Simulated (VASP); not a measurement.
# BN (P6_3/mmc) in VASP: single point with PBE

Aim: the single point of BN with PBE.

All numbers are computed with VASP 6.6.1; they aren't measurements. Logs are shortened: lines on timing, memory, paths and dates and some standing lists are left out, and cuts for length are marked.

### Step 1. The cell of the first run

Symmetry: P6_3/mmc, No. 194, hexagonal system. The conventional cell has a = 2.498 Å, b = 2.498 Å, c = 6.636 Å, α = 90.00°, β = 90.00°, γ = 120.00°. Within 1.9 Å of B (site symmetry -6m2) lie 3 N at 1.44 Å. Within 1.9 Å of N (site symmetry -6m2) lie 3 B at 1.44 Å.

### Step 2. Single point, PBE

INCAR

```
PREC     = Accurate       # precision mode
ENCUT    = 520            # plane-wave cutoff, eV
EDIFF    = 1E-7           # SCF threshold, eV
ISMEAR   = 0              # smearing method
SIGMA    = 0.05           # smearing width, eV
LREAL    = Auto         
LASPH    = T              # aspherical terms in the spheres
NELM     = 60             # most SCF steps
ALGO     = Normal         # electronic algorithm
ISIF     = 2              # what is computed and relaxed
LWAVE    = F              # write WAVECAR
LCHARG   = F              # write CHGCAR
GGA      = PE             # functional
NBANDS   = 126            # bands
```

KPOINTS

```
regular mesh
0
Gamma
  2 2 2
```

POSCAR

```
BN
1.0
    3.7473600000     -2.1635390000     -6.6357000000
    3.7473600000     -2.1635390000      6.6357000000
   -7.4947200000     -4.3270790000      0.0000000000
B N
24 24
Direct
    0.7083340000      0.9583330000      0.8333330000
    0.2083340000      0.4583330000      0.8333330000
    0.3750000000      0.6250010000      0.6666670000
    0.8750000000      0.1250010000      0.6666670000
    0.0416670000      0.2916670000      0.5000000000
    0.5416670000      0.7916670000      0.5000000000
    0.7083340000      0.9583330000      0.3333330000
    0.2083340000      0.4583330000      0.3333330000
    0.3750000000      0.6250010000      0.1666670000
    0.8750000000      0.1250010000      0.1666670000
    0.0416670000      0.2916670000      0.0000000000
    0.5416670000      0.7916670000      0.0000000000
    0.6250000000      0.3749990000      0.8333330000
    0.1250000000      0.8749990000      0.8333330000
    0.2916660000      0.0416670000      0.6666670000
    0.7916660000      0.5416670000      0.6666670000
    0.9583330000      0.7083330000      0.5000000000
    0.4583330000      0.2083330000      0.5000000000
    0.6250000000      0.3749990000      0.3333330000
    0.1250000000      0.8749990000      0.3333330000
    0.2916660000      0.0416670000      0.1666670000
    0.7916660000      0.5416670000      0.1666670000
    0.9583330000      0.7083330000      0.0000000000
    0.4583330000      0.2083330000      0.0000000000
    0.4583340000      0.2083330000      0.8333330000
    0.9583340000      0.7083330000      0.8333330000
    0.1250000000      0.8750010000      0.6666670000
    0.6250000000      0.3750010000      0.6666670000
    0.7916670000      0.5416670000      0.5000000000
    0.2916670000      0.0416670000      0.5000000000
    0.4583340000      0.2083330000      0.3333330000
    0.9583340000      0.7083330000      0.3333330000
    0.1250000000      0.8750010000      0.1666670000
    0.6250000000      0.3750010000      0.1666670000
    0.7916670000      0.5416670000      0.0000000000
    0.2916670000      0.0416670000      0.0000000000
    0.8750000000      0.1249990000      0.8333330000
    0.3750000000      0.6249990000      0.8333330000
    0.5416660000      0.7916670000      0.6666670000
    0.0416660000      0.2916670000      0.6666670000
    0.2083330000      0.4583330000      0.5000000000
    0.7083330000      0.9583330000      0.5000000000
    0.8750000000      0.1249990000      0.3333330000
    0.3750000000      0.6249990000      0.3333330000
    0.5416660000      0.7916670000      0.1666670000
    0.0416660000      0.2916670000      0.1666670000
    0.2083330000      0.4583330000      0.0000000000
    0.7083330000      0.9583330000      0.0000000000
```

Potentials or basis: VASP PAW PBE potentials, release 64 (B, N).

Launch:

```
$ cat potpaw_PBE.64/B/POTCAR potpaw_PBE.64/N/POTCAR > POTCAR
$ mpirun -np 1 vasp_std > vasp.out
```

OUTCAR:

```text
PREC = Accurate
   ENCUT = 520
   EDIFF = 1E-7
   ISMEAR = 0
   LREAL = Auto
   LASPH = T
   NELM = 60
   ISIF = 2
   GGA = PE

 ion  position               nearest neighbor table
   1  0.708  0.958  0.833-  37 1.44  39 1.44  48 1.44
   2  0.208  0.458  0.833-  38 1.44  40 1.44  47 1.44
   3  0.375  0.625  0.667-  39 1.44  38 1.44  41 1.44
   4  0.875  0.125  0.667-  40 1.44  37 1.44  42 1.44
   5  0.042  0.292  0.500-  41 1.44  43 1.44  40 1.44
   6  0.542  0.792  0.500-  42 1.44  44 1.44  39 1.44
[... 40 lines left out ...]
  47  0.208  0.458  0.000-  11 1.44   9 1.44   2 1.44
  48  0.708  0.958  0.000-  12 1.44  10 1.44   1 1.44

  LATTYP: Found a face centered orthorhombic cell.
 ALAT       =     8.6541569143
 B/A-ratio  =     1.5335289308
 C/A-ratio  =     1.7320508857

  Lattice vectors:

 A1 = (  -3.7473600000,  -6.4906180000,   6.6357000000)
 A2 = (  -0.0000000000,  -8.6541570000,   0.0000000000)
 A3 = (   3.7473600000,  -2.1635390000,   6.6357000000)

Analysis of symmetry for initial positions (statically):
=====================================================================
 Subroutine PRICEL returns following result:

  LATTYP: Found a hexagonal cell.
 ALAT       =     2.4982373822
 C/A-ratio  =     2.6561606813

  Lattice vectors:

 A1 = (   1.2491224982,  -2.1635348396,  -0.0000132714)
 A2 = (   1.2491187509,   2.1635371698,   0.0000066357)
 A3 = (  -0.0000037474,  -0.0000064906,   6.6357199071)

  12 primitive cells build up your supercell.

 Routine SETGRP: Setting up the symmetry group for a
 face centered orthorhombic supercell.

 Subroutine GETGRP returns: Found  8 space group operations
 (whereof  4 operations were pure point group operations)
 out of a pool of  8 trial point group operations.

The static configuration has the point symmetry C_2h.
 The point group associated with its full space group is D_2h.

Analysis of symmetry for dynamics (positions and initial velocities):
=====================================================================
 Subroutine PRICEL returns following result:

  LATTYP: Found a hexagonal cell.
 ALAT       =     2.4982373822
 C/A-ratio  =     2.6561606813

  Lattice vectors:

 A1 = (   1.2491224982,  -2.1635348396,  -0.0000132714)
 A2 = (   1.2491187509,   2.1635371698,   0.0000066357)
 A3 = (  -0.0000037474,  -0.0000064906,   6.6357199071)

  12 primitive cells build up your supercell.

 Routine SETGRP: Setting up the symmetry group for a
 face centered orthorhombic supercell.

 Subroutine GETGRP returns: Found  8 space group operations
 (whereof  4 operations were pure point group operations)
 out of a pool of  8 trial point group operations.

The dynamic configuration has the point symmetry C_2h.
 The point group associated with its full space group is D_2h.

 Subroutine INISYM returns: Found  8 space group operations
 (whereof  4 operations are pure point group operations),
 and found    12 'primitive' translations

----------------------------------------------------------------------------------------

                                     Primitive cell

  volume of cell :      35.8663

  direct lattice vectors                    reciprocal lattice vectors
     1.249122498 -2.163534840 -0.000013271     0.400281814 -0.231102810 -0.000000000
     1.249118751  2.163537170  0.000006636     0.400281383  0.231103503  0.000000452
    -0.000003747 -0.000006491  6.635719907     0.000000400 -0.000000693  0.150699549

  length of vectors
     2.498237382  2.498237527  6.635719907     0.462205624  0.462205598  0.150699549

  position of ions in fractional coordinates (direct lattice)
     0.666668000  0.333330750  0.250003250
     0.333332000  0.666660250  0.750005750
     0.666668000  0.333332250  0.750001750
     0.333332000  0.666661750  0.250004250

  ion indices of the primitive-cell ions
   primitive index   ion index
                 1           1
                 2          23
                 3          25
                 4          48

----------------------------------------------------------------------------------------

 KPOINTS: regular mesh

Automatic generation of k-mesh.
 Grid dimensions read from file:
 generate k-points for:    2    2    2

 Generating k-lattice:

  Cartesian coordinates                     Fractional coordinates (reciprocal lattice)
     0.033356820 -0.057775702 -0.037675000     0.500000000  0.000000000  0.000000000
     0.033356820 -0.057775702  0.037675000     0.000000000  0.500000000  0.000000000
    -0.033356813 -0.057775702  0.000000000     0.000000000  0.000000000  0.500000000

  Length of vectors
     0.076616675  0.076616675  0.066713632

  Shift w.r.t. Gamma in fractional coordinates (k-lattice)
     0.000000000  0.000000000  0.000000000

 Subroutine IBZKPT returns following result:
 ===========================================

 Found      5 irreducible k-points:

 Following reciprocal coordinates:
            Coordinates               Weight
  0.000000  0.000000  0.000000      1.000000
  0.500000  0.000000  0.000000      4.000000
  0.500000  0.500000  0.000000      1.000000
 -0.000000 -0.000000  0.500000      1.000000
  0.500000  0.500000  0.500000      1.000000
   k-points           NKPTS =      5   k-points in BZ     NKDIM =      5   number of bands    NBANDS=    126
   number of dos      NEDOS =    301   number of ions     NIONS =     48
   total plane-waves  NPLWV = 230400
   dimension x,y,z NGX =    60 NGY =   60 NGZ =   64
   dimension x,y,z NGXF=   120 NGYF=  120 NGZF=  128
   ions per type =              24  24
   NGX,Y,Z   is equivalent  to a cutoff of  12.59, 12.59, 12.29 a.u.
   NGXF,Y,Z  is equivalent  to a cutoff of  25.18, 25.18, 24.59 a.u.
 SYSTEM =  unknown system
   PREC   = accura    normal or accurate (medium, high low for compatibility)
   ISTART =      0    job   : 0-new  1-cont  2-samecut
   ICHARG =      2    charge: 1-file 2-atom 10-const
   ISPIN  =      1    spin polarized calculation?
   LNONCOLLINEAR =      F non collinear calculations
   LSORBIT =      F    spin-orbit coupling
   LASPH  =      T    aspherical Exc in radial PAW
   ENCUT  =  520.0 eV  38.22 Ry    6.18 a.u.  14.73 14.73 16.09*2*pi/ulx,y,z
   NELM   =     60;   NELMIN=  2; NELMDL= -5     # of ELM steps
   EDIFF  = 0.1E-06   stopping-criterion for ELM
   LREAL  =      T    real-space projection
   EDIFFG = 0.1E-05   stopping-criterion for IOM
   NSW    =      0    number of steps for IOM
   IBRION =     -1    ionic relax: 0-MD 1-quasi-New 2-CG
   NFREE  =      0    steps in history (QN), initial steepest desc. (CG)
   ISIF   =      2    stress and relaxation
   ISYM   =      2    0-nonsym 1-usesym 2-fastsym
   POTIM  = 0.5000    time-step for ionic-motion
   TEBEG  =    0.0;   TEEND  =   0.0 temperature during run
   PSTRESS=    0.0 pullay stress
   NELECT =     192.0000    total number of electrons
   NUPDOWN=      -1.0000    fix difference up-down
   EMIN   =  10.00;   EMAX   =-10.00  energy-range for DOS
   EFERMI =   0.00;   METHOD = LEGACY
   ISMEAR =     0;   SIGMA  =   0.05  broadening in eV -4-tet -1-fermi 0-gaus
   EFERMI_NEDOS =   21; number of points for ismear=-14 and -15
   IALGO  =     38    algorithm
   IMIX   =      4    mixing-type and parameters
     AMIX     =   0.40;   BMIX     =  1.00
     AMIX_MAG =   1.60;   BMIX_MAG =  1.00
  volume/ion in A,a.u.               =       8.97        60.51
  Fermi-wavevector in a.u.,A,eV,Ry     =   1.250891  2.363842 21.289434  1.564729
  Thomas-Fermi vector in A             =   2.384864
   LORBIT       =      0    0 simple, 1 ext, 2 COOP (PROOUT), +10 PAW based schemes
   GGA     = PE    functional components
   LHFCALC =     F    Hartree Fock is set to
   AEXX    =    0.0000 exact exchange contribution
   IVDW    =     0    specifies the selected vdW correction
   LEPSILON=     F    determine dielectric tensor
   LRPA    =     F    only Hartree local field effects (RPA)
 non-spin polarized calculation
 Gauss-broadening in eV      SIGMA  =   0.05
  energy-cutoff  :      520.00
  volume of cell :      430.39
 maximum number of plane-waves:     11612
 NGX is ok and might be reduce to    60
   NGX = 29   NGY = 29   NGZ = 33

 number of electron     191.9999995 magnetization

 Free energy of the ion-electron system (eV)
  ---------------------------------------------------
  ext. energy  EPLUGINS =         0.00000000
  ---------------------------------------------------
  free energy    TOTEN  =      -421.75511350 eV

  energy without entropy =     -421.75511350  energy(sigma->0) =     -421.75511350

 E-fermi :   2.6115     XC(G=0): -10.0883

 val. band max:        2.3097168929   @ k =   0.5000   0.5000   0.0000
 cond. band min:       6.5951846935   @ k =   0.0000   0.0000   0.0000
 fundamental gap:      4.2854678006
 Fermi energy:         2.6115023720

 k-point     1 :       0.0000    0.0000    0.0000
  band No.  band energies     occupation
      1     -15.5309      2.00000
      2     -15.2356      2.00000
      3     -13.9798      2.00000
      4     -13.9796      2.00000
      5     -13.8645      2.00000
      6     -13.8645      2.00000
[... 100 lines left out ...]
    107       7.9719      0.00000
    108      10.0963      0.00000

 k-point     2 :       0.5000    0.0000    0.0000
  band No.  band energies     occupation
      1     -15.0851      2.00000
      2     -15.0851      2.00000
      3     -14.8863      2.00000
      4     -14.8863      2.00000
      5     -14.3135      2.00000
      6     -14.3135      2.00000
[... 100 lines left out ...]
    107       8.3176      0.00000
    108       8.3176      0.00000

 k-point     3 :       0.5000    0.5000    0.0000
  band No.  band energies     occupation
      1     -15.3879      2.00000
      2     -15.3879      2.00000
      3     -13.9797      2.00000
      4     -13.9797      2.00000
      5     -13.9797      2.00000
      6     -13.9797      2.00000
[... 100 lines left out ...]
    107       9.9539      0.00000
    108       9.9539      0.00000

 k-point     4 :      -0.0000   -0.0000    0.5000
  band No.  band energies     occupation
      1     -15.1243      2.00000
      2     -15.1243      2.00000
      3     -14.8429      2.00000
      4     -14.8429      2.00000
      5     -14.2263      2.00000
      6     -14.2263      2.00000
[... 100 lines left out ...]
    107       8.5509      0.00000
    108       8.5509      0.00000

 k-point     5 :       0.5000    0.5000    0.5000
  band No.  band energies     occupation
      1     -14.9879      2.00000
      2     -14.9879      2.00000
      3     -14.9879      2.00000
      4     -14.9879      2.00000
      5     -14.3488      2.00000
      6     -14.3488      2.00000
[... 100 lines left out ...]
    107       8.2555      0.00000
    108       8.2555      0.00000
 [bands above 108 left out]

------------------------ aborting loop because EDIFF is reached ----------------------------------------

  FORCE on cell =-STRESS in cart. coord.  units (eV):
  Direction    XX          YY          ZZ          XY          YZ          ZX
  --------------------------------------------------------------------------------------
  -------------------------------------------------------------------------------------
  Total       17.0162166     17.0090024      7.5518541     -0.0062458      0.0000000      0.0000000
  in kB       63.3441717     63.3173162     28.1123563     -0.0232505      0.0000000      0.0000000
  external PRESSURE =      51.5912814 kB  Pullay stress =       0.0000000 kB

 VOLUME and BASIS-vectors are now :
 -----------------------------------------------------------------------------
  energy-cutoff  :      520.00
  volume of cell :      430.39
      direct lattice vectors                 reciprocal lattice vectors
     3.747360000 -2.163539000 -6.635700000     0.066713641 -0.115551405 -0.075350001
     3.747360000 -2.163539000  6.635700000     0.066713641 -0.115551405  0.075350001
    -7.494720000 -4.327079000  0.000000000    -0.066713625 -0.115551405  0.000000000

 POSITION                                       TOTAL-FORCE (eV/Angst)
 -----------------------------------------------------------------------------------
      0.00000     -7.21180      1.65892        -0.000346      0.000200      0.000000
     -3.74736     -5.04826      1.65892        -0.000346      0.000200      0.000000
     -1.24912     -5.04826      1.65893        -0.000346      0.000200      0.000000
     -1.24912     -5.04826     -4.97677        -0.000346      0.000200      0.000000
     -2.49824     -2.88472      1.65892        -0.000346      0.000200     -0.000000
      1.24912     -5.04826      1.65892        -0.000346      0.000200     -0.000000
[... 40 lines left out ...]
      2.49824     -1.44236      1.65892         0.000720     -0.000416     -0.000000
      6.24560     -3.60590      1.65892         0.000720     -0.000416     -0.000000
 -----------------------------------------------------------------------------------
    total drift:                               -0.003114     -0.034511     -0.055919

  FREE ENERGIE OF THE ION-ELECTRON SYSTEM (eV)
  ---------------------------------------------------
  free  energy   TOTEN  =      -421.7551134979 eV

  energy  without entropy=     -421.7551134979  energy(sigma->0) =     -421.75511350
```

It took 8.6 min on 1 thread of AMD EPYC 7R13 (Zen 3), shared host; peak memory 0.55 GiB.

What came out:

```yaml
Free_energy: -421.7551 eV
Pressure: 5.2 GPa
Band_gap_on_the_k_mesh: 4.29 eV
```

Caveat: the k points lie up to 0.48 Å⁻¹ apart. A k mesh can miss the band edges.
